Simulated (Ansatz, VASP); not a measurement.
# One calculation of CdS, two programs

INCAR

```
  ALGO = Normal
  EDIFF = 1E-7
  ENCUT = 520
  GGA = PS
  ISIF = 2
  ISMEAR = 0
  LASPH = T
  LCHARG = F
  LREAL = F
  LWAVE = F
  NBANDS = 16
  NELM = 80
  PREC = Accurate
  SIGMA = 0.01
```

Contents of KPOINTS:

```
k-points
0
Gamma
  4 4 4
```

Contents of POSCAR:

```
CdS
1.0
    0.0000000000      2.9165000000      2.9165000000
    2.9165000000      0.0000000000      2.9165000000
    2.9165000000      2.9165000000      0.0000000000
Cd S
1 1
Direct
    0.0000000000      0.0000000000      0.0000000000
    0.2500000000      0.2500000000      0.2500000000
```

Input for Ansatz:

```yaml
crystal:
  lattice:
    - [0.0, 2.9165, 2.9165]
    - [2.9165, 0.0, 2.9165]
    - [2.9165, 2.9165, 0.0]
  atoms:
    - { symbol: Cd, position: [0.0, 0.0, 0.0] }
    - { symbol: S, position: [0.25, 0.25, 0.25] }
basis:
  ecutwfc: 510.0
kpoints:
  mp_grid:
    grid: [4, 4, 4]
    shift: [0.0, 0.0, 0.0]
hamiltonian:
  xc: pbesol
scf:
  occupations:
    method: fixed
output:
  eigenvalues: true
```

Alike in both runs: task single point; functional PBEsol; k mesh 4 × 4 × 4; no spin polarisation.

|  | VASP | Ansatz |
| --- | --- | --- |
| version | VASP 6.6.1 | Ansatz 0.2.0 |
| potentials or method | VASP PAW PBE potentials, release 64 (Cd, S), cutoff 520 eV | plane waves, PAW |
| occupations | gaussian, width 0.01 eV | fixed |
| valence electrons in the cell | 18 | 26 |

|  | VASP | Ansatz | Ansatz less VASP |
| --- | --- | --- | --- |
| gap on the k mesh at the Fermi level (eV) | 1.00 | 0.99 | -0.005 |

VASP's potentials were made for PBE, not for PBEsol. VASP's potentials hold 18 valence electrons a cell and Ansatz's 26, so a difference there can come from the potentials and not from the codes.

The k mesh is coarse, so the values compare programs but aren't converged.
